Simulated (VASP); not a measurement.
Wanted: the native input for a VASP 6.6.1 run.

```
Task                   : single point
Functional             : PBE
Potentials or basis    : VASP PAW PBE potentials, release 64 (Sb, Bi_d, Te, S)
Cutoff                 : 520 eV
k mesh                 : 12 × 12 × 4
Occupations            : gaussian, width 0.01 eV
Spin                   : no spin polarisation
Dipole correction      : no
Further INCAR settings : ALGO = Normal; EDIFF = 1e-07; NBANDS = 27
```

The structure of BiSbTe2S lies in POSCAR:

```
BiSbTe2S
1.0
    4.1991227179      0.0000000000      0.0000000000
   -2.0995613590      3.6365469473      0.0000000000
    0.0000000000      0.0000000000     10.0104984562
Sb Bi Te S
1 1 2 1
Direct
    0.0000000000      0.0000000000      0.3510414618
    0.6666666667      0.3333333333      0.6399136958
    0.0000000000      0.0000000000      0.8234337423
    0.6666666667      0.3333333333      0.1769504597
    0.3333333333      0.6666666667      0.0086616703
```

The cell was generated, and may not be a known phase.

The input as run:

INCAR

```
ALGO = Normal
EDIFF = 1E-7
ENCUT = 520
GGA = PE
ISIF = 2
ISMEAR = 0
LASPH = T
LCHARG = F
LREAL = F
LWAVE = F
NBANDS = 27
NELM = 100
PREC = Accurate
SIGMA = 0.01
```

KPOINTS

```
k-points
0
Gamma
  12 12 4
```

Potentials or basis: VASP PAW PBE potentials, release 64 (Sb, Bi_d, Te, S).

Command:

```console
$ cat potpaw_PBE.64/Sb/POTCAR potpaw_PBE.64/Bi_d/POTCAR potpaw_PBE.64/Te/POTCAR potpaw_PBE.64/S/POTCAR > POTCAR
$ mpirun -np 1 vasp_std > vasp.out
```

It gave:

```json
{
 "Pressure": "0.0 GPa",
 "Largest force": "0.037 eV/Å",
 "Band gap on the k mesh": "0.08 eV (least direct gap 0.34 eV)"
}
```

Caveat: spin-orbit coupling is left out, which moves the levels of the heavy elements; this functional lacks dispersion, which binds layers or chains, so the pressure and a relaxed spacing across them are unreliable.

Run time: 11 min on 1 thread of Intel Xeon 8259CL, with other jobs on the host, peak memory 0.49 GiB.
